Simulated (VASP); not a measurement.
Write the native input for VASP 6.6.1 that does the following.

* Task: single point
* Functional: PBE
* Potentials or basis: VASP PAW PBE potentials, release 64 (Ni)
* Cutoff: 520 eV
* k mesh: 6 × 6 × 6
* Occupations: fermi-dirac, width 0.1 eV
* Spin: collinear spin, ferromagnetic start
* Starting moments: [0.582, 0.582] μB
* Dipole correction: no
* Further INCAR settings: ALGO = Normal; EDIFF = 1e-07; NBANDS = 21

The structure of Ni lies in POSCAR:

```
Ni
1.0
    2.7926050183      0.0000000000      0.0000000000
    0.0000000000      2.7926050183      0.0000000000
    0.0000000000      0.0000000000      2.7926050183
Ni
2
Direct
    0.0000000000      0.0000000000      0.0000000000
    0.5000000000      0.5000000000      0.5000000000
```

The input as run:

INCAR

```
SYSTEM = Ni
PREC = Accurate
ENCUT = 520
EDIFF = 1E-7
ISMEAR = -1
SIGMA = 0.1
LREAL = .FALSE.
LASPH = .TRUE.
NELM = 150
ALGO = Normal
ISIF = 2
LWAVE = .FALSE.
LCHARG = .FALSE.
ISPIN = 2
MAGMOM = 0.582 0.582
LORBIT = 11
LMAXMIX = 4
GGA = PE
NBANDS = 21
```

KPOINTS

```
Automatic mesh
0
G
  6 6 6
  0 0 0
```

Potentials or basis: VASP PAW PBE potentials, release 64 (Ni).

Launch:

```console
$ cat potpaw_PBE.64/Ni/POTCAR > POTCAR
$ mpirun -np 1 vasp_std > vasp.out
```

Results of the run:

```
Pressure                                              : 0.8 GPa
Net moment                                            : 0.38 μB per cell
Site moments                                          : Ni +0.19 μB
Valence electrons inside the program's atomic spheres : Ni 9.32
```

Caveat: the k points lie up to 0.37 Å⁻¹ apart.

It took 45 s on 1 thread of Intel(R) Xeon(R) Platinum 8375C CPU @ 2.90GHz (Ice Lake), with other jobs on the host, peak memory 0.15 GiB.
